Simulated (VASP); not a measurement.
## Sb: relaxation of cell and atoms with PBE

Crystal: Sb.

```
CELL_PARAMETERS angstrom
5.03898 0.00000 0.00000
0.00000 5.03898 0.00000
0.00000 0.00000 3.57862
ATOMIC_POSITIONS crystal
Sb 0.00000 0.50000 0.50000
Sb 0.50000 0.00000 0.50000
Sb 0.50000 0.50000 0.50000
```

```
Program                : VASP 6.6.1
Task                   : relaxation of cell and atoms
Functional             : PBE
Potentials or basis    : VASP PAW PBE potentials, release 64 (Sb)
Cutoff                 : 600 eV
k mesh                 : 4 × 4 × 6
Occupations            : gaussian, width 0.1 eV
Spin                   : no spin polarisation
Dipole correction      : no
Further INCAR settings : ALGO = Normal; EDIFF = 1e-06; IBRION = 2; EDIFFG = -0.04; NSW = 90; ISIF = 3
```

```yaml
Relaxed_volume: 37.68 Å³/atom
Relaxed_cell: a = 6.177 Å, b = 6.177 Å, c = 2.963 Å, α = 90.00°, β = 90.00°, γ = 90.00°
Space_group_after_relaxing_to_0.05_Å: P4/mmm (No. 123)
Energy_gained_by_relaxing: 1146.9 meV/atom
Ionic_steps: 17
Pressure_after_relaxing: 0.0 GPa
```

The path:
| step | energy change (eV) | largest force (eV/Å) | pressure (GPa) | volume (Å³) |
| --- | --- | --- | --- | --- |
| 1 | 0.0000 | 0.0000 | 23.36 | 90.87 |
| 2 | -1.9436 | 0.0000 | -6.30 | 157.44 |
| 3 | -2.5362 | 0.0000 | -2.90 | 122.60 |
| 4 | -2.5402 | 0.0000 | -2.62 | 121.56 |
| 5 | -2.5411 | 0.0000 | -2.36 | 120.67 |
| 6 | -2.8818 | 0.0000 | -0.87 | 113.35 |
| 7 | -0.8543 | 0.0000 | 23.36 | 89.99 |
| 8 | -3.0408 | 0.0000 | 0.10 | 110.65 |
| 9 | -3.2441 | 0.0000 | 5.62 | 100.53 |
| 10 | -3.3155 | 0.0000 | 2.51 | 104.89 |
| 11 | -3.3245 | 0.0000 | 3.16 | 103.84 |
| 12 | -3.2559 | 0.0000 | 3.19 | 107.79 |
| 13 | -3.3782 | 0.0000 | 2.93 | 105.49 |
| 14 | -3.4390 | 0.0000 | -0.28 | 113.43 |
| 15 | -3.4399 | 0.0000 | 0.03 | 112.52 |
| 16 | -3.4398 | 0.0000 | -0.02 | 112.66 |
| 17 | -3.4408 | 0.0000 | -0.04 | 113.03 |

Final structure:
```
Sb
1.0
     6.17673    0.00000    0.00000
     0.00000    6.17673    0.00000
     0.00000    0.00000    2.96259
Sb
3
Cartesian
  0.0000 3.0884 1.4813
  3.0884 0.0000 1.4813
  3.0884 3.0884 1.4813
```

Levels at points of the mesh, in eV from the Fermi level:
| k point | band 3 | band 4 | band 5 | band 6 | band 7 | band 8 | band 9 | band 10 | band 11 |
| --- | --- | --- | --- | --- | --- | --- | --- | --- | --- |
| (0.00, 0.00, 0.00) | -8.26 | -4.76 | -4.76 | -0.98 | -0.98 | 3.47 | 3.51 | 4.34 | 5.22 |
| (0.50, 0.00, 0.00) | -8.84 | -4.62 | -2.04 | -1.61 | -0.83 | -0.39 | 4.30 | 5.58 | 5.64 |
| (0.50, 0.50, 0.00) | -10.17 | -2.78 | -1.16 | -1.04 | -1.04 | -0.46 | -0.06 | 6.21 | 6.75 |
| (0.00, 0.00, 0.50) | -5.09 | -4.79 | -3.32 | -2.36 | -2.31 | -2.31 | 1.61 | 1.61 | 3.24 |
| (0.50, 0.00, 0.50) | -5.50 | -4.75 | -3.67 | -2.71 | -2.18 | 0.74 | 1.10 | 1.90 | 2.29 |
| (0.50, 0.50, 0.50) | -7.02 | -4.17 | -3.65 | -3.65 | 0.05 | 1.28 | 1.70 | 1.70 | 2.46 |

Wall time 2.3 min on 1 thread of Intel(R) Xeon(R) 6975P-C (Granite Rapids), on a shared host, peak memory 0.22 GiB.

Caveat: the volume moved by over 15 % at a fixed basis, so the end points are rough; spin-orbit coupling is left out, which moves the levels of the heavy elements.
